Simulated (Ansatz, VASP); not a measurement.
**One calculation of ZnCd3O4, two programs**

```
CELL_PARAMETERS angstrom
3.32530 0.00000 0.00000
0.00000 3.32530 0.00000
0.00000 0.00000 9.26878
ATOMIC_POSITIONS crystal
Zn 0.00000 0.00000 0.00000
Cd 0.50000 0.50000 0.24153
Cd 0.00000 0.00000 0.50000
Cd 0.50000 0.50000 0.75847
O 0.00000 0.00000 0.23188
O 0.50000 0.50000 0.50000
O 0.00000 0.00000 0.76812
O 0.50000 0.50000 0.00000
```

Alike in both runs: functional PBE; k mesh 12 × 12 × 4; occupations gaussian, width 0.1 eV; no spin polarisation.

Ansatz relaxed the structure, and its values are those at the end. VASP's run is a single point on that final structure, the one shown.

|  | VASP | Ansatz |
| --- | --- | --- |
| version | VASP 6.6.1 | Ansatz 0.2.0 |
| potentials or method | VASP PAW PBE potentials, release 64 (Zn, Cd, O), cutoff 520 eV | scalar-relativistic, plane waves, PAW |
| valence electrons in the cell | 72 | 96 |

```csv
,VASP,Ansatz,Ansatz less VASP
gap on the k mesh at the Fermi level (eV),none,none,-
pressure (GPa),1.2,0.0,-1.23
rms of the force components (eV/Å),0.015,0.002,-0.0133
```

A gap of «none» marks a metal or a gap that the smearing closes. The functional is the same, so the differences come from potentials, cutoffs and numerics. VASP's potentials hold 72 valence electrons a cell and Ansatz's 96, so a difference there can come from the potentials and not from the codes.
